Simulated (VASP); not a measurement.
# BaTa2 (Fm-3m) in VASP: a series of runs

The runs below take BaTa2 through single point, relaxation of cell and atoms, with PBE.

Program: VASP 6.6.1. These are calculated values, not measurements. Logs are shortened: lines on timing, memory, paths and dates and some standing lists are left out, and cuts for length are marked.

### Step 1. The cell of the first run

The structure is cubic, space group Fm-3m (No. 225). The conventional cell has a = 6.690 Å, b = 6.690 Å, c = 6.690 Å, α = 90.00°, β = 90.00°, γ = 90.00°. Within 3.8 Å of Ba (site symmetry m-3m) lie 8 Ta at 2.90 Å. Within 3.8 Å of Ta (site symmetry -43m) lie 4 Ba at 2.90 Å and 6 Ta at 3.35 Å.

### Step 2. Single point, PBE

File INCAR:

```
SYSTEM = BaTa2
PREC = Accurate
ENCUT = 520
EDIFF = 1E-6
ISMEAR = 0
SIGMA = 0.1
LREAL = .FALSE.
LASPH = .TRUE.
NELM = 60
ALGO = Fast
ISIF = 2
LWAVE = .FALSE.
LCHARG = .TRUE.
GGA = PE
LELF = .TRUE.
LVHAR = .TRUE.
NBANDS = 23
```

File KPOINTS:

```
regular mesh
0
G
  12 12 12
  0 0 0
```

File POSCAR:

```
BaTa2
1.0
    0.0000000000      3.3450384046      3.3450384046
    3.3450384046      0.0000000000      3.3450384046
    3.3450384046      3.3450384046      0.0000000000
Ba Ta
1 2
Direct
    0.0000000000      0.0000000000      0.0000000000
    0.2500000000      0.2500000000      0.2500000000
    0.7500000000      0.7500000000      0.7500000000
```

Potentials or basis: VASP PAW PBE potentials, release 64 (Ba_sv, Ta_pv).

Run with:

```bash
$ cat potpaw_PBE.64/Ba_sv/POTCAR potpaw_PBE.64/Ta_pv/POTCAR > POTCAR
$ mpirun -np 1 vasp_std > vasp.out
```

OUTCAR:

```text
SYSTEM = BaTa2
   PREC = Accurate
   ENCUT = 520
   EDIFF = 1E-6
   ISMEAR = 0
   LREAL = .FALSE.
   LASPH = .TRUE.
   NELM = 60
   ISIF = 2
   GGA = PE

 ion  position               nearest neighbor table
   1  0.000  0.000  0.000-   3 2.90   3 2.90   3 2.90   2 2.90   3 2.90   2 2.90   2 2.90   2 2.90

   2  0.250  0.250  0.250-   1 2.90   1 2.90   1 2.90   1 2.90   3 3.35   3 3.35   3 3.35   3 3.35
                             3 3.35   3 3.35
   3  0.750  0.750  0.750-   1 2.90   1 2.90   1 2.90   1 2.90   2 3.35   2 3.35   2 3.35   2 3.35
                             2 3.35   2 3.35

  LATTYP: Found a face centered cubic cell.
 ALAT       =     6.6900768092

  Lattice vectors:

 A1 = (   0.0000000000,   3.3450384046,   3.3450384046)
 A2 = (   3.3450384046,   0.0000000000,   3.3450384046)
 A3 = (   3.3450384046,   3.3450384046,   0.0000000000)

Analysis of symmetry for initial positions (statically):
=====================================================================
 Subroutine PRICEL returns:
 Original cell was already a primitive cell.

 Routine SETGRP: Setting up the symmetry group for a
 face centered cubic supercell.

 Subroutine GETGRP returns: Found 48 space group operations
 (whereof 48 operations were pure point group operations)
 out of a pool of 48 trial point group operations.

The static configuration has the point symmetry O_h .

Analysis of symmetry for dynamics (positions and initial velocities):
=====================================================================
 Subroutine PRICEL returns:
 Original cell was already a primitive cell.

 Routine SETGRP: Setting up the symmetry group for a
 face centered cubic supercell.

 Subroutine GETGRP returns: Found 48 space group operations
 (whereof 48 operations were pure point group operations)
 out of a pool of 48 trial point group operations.

The dynamic configuration has the point symmetry O_h .

 Subroutine INISYM returns: Found 48 space group operations
 (whereof 48 operations are pure point group operations),
 and found     1 'primitive' translations

----------------------------------------------------------------------------------------

                                     Primitive cell

  volume of cell :      74.8572

  direct lattice vectors                    reciprocal lattice vectors
     0.000000000  3.345038405  3.345038405    -0.149475115  0.149475115  0.149475115
     3.345038405  0.000000000  3.345038405     0.149475115 -0.149475115  0.149475115
     3.345038405  3.345038405  0.000000000     0.149475115  0.149475115 -0.149475115

  length of vectors
     4.730598678  4.730598678  4.730598678     0.258898494  0.258898494  0.258898494

  position of ions in fractional coordinates (direct lattice)
     0.000000000  0.000000000  0.000000000
     0.250000000  0.250000000  0.250000000
     0.750000000  0.750000000  0.750000000

  ion indices of the primitive-cell ions
   primitive index   ion index
                 1           1
                 2           2
                 3           3

----------------------------------------------------------------------------------------

 KPOINTS: regular mesh

Automatic generation of k-mesh.
 Grid dimensions read from file:
 generate k-points for:   12   12   12

 Generating k-lattice:

  Cartesian coordinates                     Fractional coordinates (reciprocal lattice)
    -0.012456260  0.012456260  0.012456260     0.083333333  0.000000000  0.000000000
     0.012456260 -0.012456260  0.012456260     0.000000000  0.083333333  0.000000000
     0.012456260  0.012456260 -0.012456260     0.000000000  0.000000000  0.083333333

  Length of vectors
     0.021574874  0.021574874  0.021574874

  Shift w.r.t. Gamma in fractional coordinates (k-lattice)
     0.000000000  0.000000000  0.000000000

 Subroutine IBZKPT returns following result:
 ===========================================

 Found     72 irreducible k-points:

 Following reciprocal coordinates:
            Coordinates               Weight
  0.000000  0.000000  0.000000      1.000000
  0.083333  0.000000  0.000000      8.000000
  0.166667  0.000000  0.000000      8.000000
  0.250000  0.000000  0.000000      8.000000
  0.333333  0.000000  0.000000      8.000000
  0.416667  0.000000  0.000000      8.000000
[... 16 lines left out ...]
  0.500000  0.166667  0.000000     24.000000
 -0.416667  0.166667  0.000000     24.000000
 [... further k-points ...]
   k-points           NKPTS =     72   k-points in BZ     NKDIM =     72   number of bands    NBANDS=     23
   number of dos      NEDOS =    301   number of ions     NIONS =      3
   total plane-waves  NPLWV =  46656
   dimension x,y,z NGX =    36 NGY =   36 NGZ =   36
   dimension x,y,z NGXF=    72 NGYF=   72 NGZF=   72
   ions per type =               1   2
   NGX,Y,Z   is equivalent  to a cutoff of  12.65, 12.65, 12.65 a.u.
   NGXF,Y,Z  is equivalent  to a cutoff of  25.30, 25.30, 25.30 a.u.
 SYSTEM =  BaTa2
   PREC   = accura    normal or accurate (medium, high low for compatibility)
   ISTART =      0    job   : 0-new  1-cont  2-samecut
   ICHARG =      2    charge: 1-file 2-atom 10-const
   ISPIN  =      1    spin polarized calculation?
   LNONCOLLINEAR =      F non collinear calculations
   LSORBIT =      F    spin-orbit coupling
   LASPH  =      T    aspherical Exc in radial PAW
   ENCUT  =  520.0 eV  38.22 Ry    6.18 a.u.   8.80  8.80  8.80*2*pi/ulx,y,z
   NELM   =     60;   NELMIN=  2; NELMDL= -5     # of ELM steps
   EDIFF  = 0.1E-05   stopping-criterion for ELM
   LREAL  =      F    real-space projection
   EDIFFG = 0.1E-04   stopping-criterion for IOM
   NSW    =      0    number of steps for IOM
   IBRION =     -1    ionic relax: 0-MD 1-quasi-New 2-CG
   NFREE  =      0    steps in history (QN), initial steepest desc. (CG)
   ISIF   =      2    stress and relaxation
   ISYM   =      2    0-nonsym 1-usesym 2-fastsym
   POTIM  = 0.5000    time-step for ionic-motion
   TEBEG  =    0.0;   TEEND  =   0.0 temperature during run
   PSTRESS=    0.0 pullay stress
   NELECT =      32.0000    total number of electrons
   NUPDOWN=      -1.0000    fix difference up-down
   EMIN   =  10.00;   EMAX   =-10.00  energy-range for DOS
   EFERMI =   0.00;   METHOD = LEGACY
   ISMEAR =     0;   SIGMA  =   0.10  broadening in eV -4-tet -1-fermi 0-gaus
   EFERMI_NEDOS =   21; number of points for ismear=-14 and -15
   IALGO  =     68    algorithm
   IMIX   =      4    mixing-type and parameters
     AMIX     =   0.40;   BMIX     =  1.00
     AMIX_MAG =   1.60;   BMIX_MAG =  1.00
  volume/ion in A,a.u.               =      24.95       168.39
  Fermi-wavevector in a.u.,A,eV,Ry     =   1.233238  2.330483 20.692788  1.520877
  Thomas-Fermi vector in A             =   2.367977
   LORBIT       =      0    0 simple, 1 ext, 2 COOP (PROOUT), +10 PAW based schemes
   GGA     = PE    functional components
   LHFCALC =     F    Hartree Fock is set to
   AEXX    =    0.0000 exact exchange contribution
   IVDW    =     0    specifies the selected vdW correction
   LEPSILON=     F    determine dielectric tensor
   LRPA    =     F    only Hartree local field effects (RPA)
 non-spin polarized calculation
 RMM-DIIS sequential band-by-band and
 Gauss-broadening in eV      SIGMA  =   0.10
  energy-cutoff  :      520.00
  volume of cell :       74.86
 maximum number of plane-waves:      2044
   NGX = 17   NGY = 17   NGZ = 17

 number of electron      32.0000000 magnetization

 Free energy of the ion-electron system (eV)
  ---------------------------------------------------
  ext. energy  EPLUGINS =         0.00000000
  ---------------------------------------------------
  free energy    TOTEN  =       -17.73797021 eV

  energy without entropy =      -17.71369822  energy(sigma->0) =      -17.72583422

 E-fermi :   4.2116     XC(G=0): -10.8582

 val. band max:        4.2103013211   @ k =   0.5000   0.1667   0.0000
 cond. band min:       4.2141301744   @ k =   0.5000   0.3333   0.0000
 fundamental gap:      0.0038288533
 Fermi energy:         4.2115879413

 k-point     1 :       0.0000    0.0000    0.0000
  band No.  band energies     occupation
      1     -30.7450      2.00000
      2     -30.7450      2.00000
      3     -30.7450      2.00000
      4     -30.6075      2.00000
      5     -30.6075      2.00000
      6     -30.6075      2.00000
[... 15 lines left out ...]
     22       7.1211      0.00000
     23       7.8987      0.00000

 k-point     2 :       0.0833    0.0000    0.0000
  band No.  band energies     occupation
      1     -30.7434      2.00000
      2     -30.7428      2.00000
      3     -30.7428      2.00000
      4     -30.6117      2.00000
      5     -30.6100      2.00000
      6     -30.6100      2.00000
[... 15 lines left out ...]
     22       6.8411      0.00000
     23       8.1834      0.00000

 k-point     3 :       0.1667    0.0000    0.0000
  band No.  band energies     occupation
      1     -30.7389      2.00000
      2     -30.7364      2.00000
      3     -30.7364      2.00000
      4     -30.6234      2.00000
      5     -30.6172      2.00000
      6     -30.6172      2.00000
[... 15 lines left out ...]
     22       6.4071      0.00000
     23       8.6402      0.00000

 k-point     4 :       0.2500    0.0000    0.0000
  band No.  band energies     occupation
      1     -30.7320      2.00000
      2     -30.7261      2.00000
      3     -30.7261      2.00000
      4     -30.6399      2.00000
      5     -30.6287      2.00000
      6     -30.6287      2.00000
[... 15 lines left out ...]
     22       6.4387      0.00000
     23       9.0213      0.00000

 k-point     5 :       0.3333    0.0000    0.0000
  band No.  band energies     occupation
      1     -30.7237      2.00000
      2     -30.7125      2.00000
      3     -30.7125      2.00000
      4     -30.6578      2.00000
      5     -30.6434      2.00000
      6     -30.6434      2.00000
[... 434 lines left out ...]
 k-point    22 :       0.4167    0.1667    0.0000
  band No.  band energies     occupation
      1     -30.7508      2.00000
      2     -30.7382      2.00000
      3     -30.7265      2.00000
      4     -30.6434      2.00000
      5     -30.6231      2.00000
      6     -30.6191      2.00000
[... 15 lines left out ...]
     22       6.6488      0.00000
     23       8.8391      0.00000

 k-point    23 :       0.5000    0.1667    0.0000
  band No.  band energies     occupation
      1     -30.7571      2.00000
      2     -30.7274      2.00000
      3     -30.7245      2.00000
      4     -30.6397      2.00000
      5     -30.6332      2.00000
      6     -30.6250      2.00000
[... 15 lines left out ...]
     22       6.3092      0.00000
     23       8.9734      0.00000

 k-point    24 :      -0.4167    0.1667    0.0000
  band No.  band energies     occupation
      1     -30.7646      2.00000
      2     -30.7175      2.00000
      3     -30.7075      2.00000
      4     -30.6565      2.00000
      5     -30.6501      2.00000
      6     -30.6115      2.00000
[... 15 lines left out ...]
     22       6.2069      0.00000
     23       8.7052      0.00000

 [... further k-points ...]
[... 5 lines left out ...]
  --------------------------------------------------------------------------------------
  -------------------------------------------------------------------------------------
  Total        1.2756796      1.2756796      1.2756796     -0.0000000     -0.0000000      0.0000000
  in kB       27.3035344     27.3035344     27.3035344     -0.0000000     -0.0000000      0.0000000
  external PRESSURE =      27.3035344 kB  Pullay stress =       0.0000000 kB

 VOLUME and BASIS-vectors are now :
 -----------------------------------------------------------------------------
  energy-cutoff  :      520.00
  volume of cell :       74.86
      direct lattice vectors                 reciprocal lattice vectors
     0.000000000  3.345038405  3.345038405    -0.149475115  0.149475115  0.149475115
     3.345038405  0.000000000  3.345038405     0.149475115 -0.149475115  0.149475115
     3.345038405  3.345038405  0.000000000     0.149475115  0.149475115 -0.149475115

 POSITION                                       TOTAL-FORCE (eV/Angst)
 -----------------------------------------------------------------------------------
      0.00000      0.00000      0.00000         0.000000      0.000000      0.000000
      1.67252      1.67252      1.67252        -0.000000      0.000000     -0.000000
      5.01756      5.01756      5.01756        -0.000000     -0.000000     -0.000000
 -----------------------------------------------------------------------------------
    total drift:                                0.000000      0.000000      0.000000

  FREE ENERGIE OF THE ION-ELECTRON SYSTEM (eV)
  ---------------------------------------------------
  free  energy   TOTEN  =       -17.7379702112 eV

  energy  without entropy=      -17.7136982215  energy(sigma->0) =      -17.72583422
```

Wall time 1.8 min (1 thread of Intel Xeon Platinum 8375C at 2.90GHz (Ice Lake), shared host); peak memory 0.28 GiB.

Results:

| Quantity | Value |
| --- | --- |
| Free energy | -17.7380 eV |
| Pressure | 2.7 GPa |
| Band gap on the k mesh | zero (band 16 reaches 4.61 eV, above the bottom of band 17 at 3.56 eV) |

Caveat: spin-orbit coupling is left out, which moves the levels of the heavy elements.

(Part 1 of 2 ends here.)
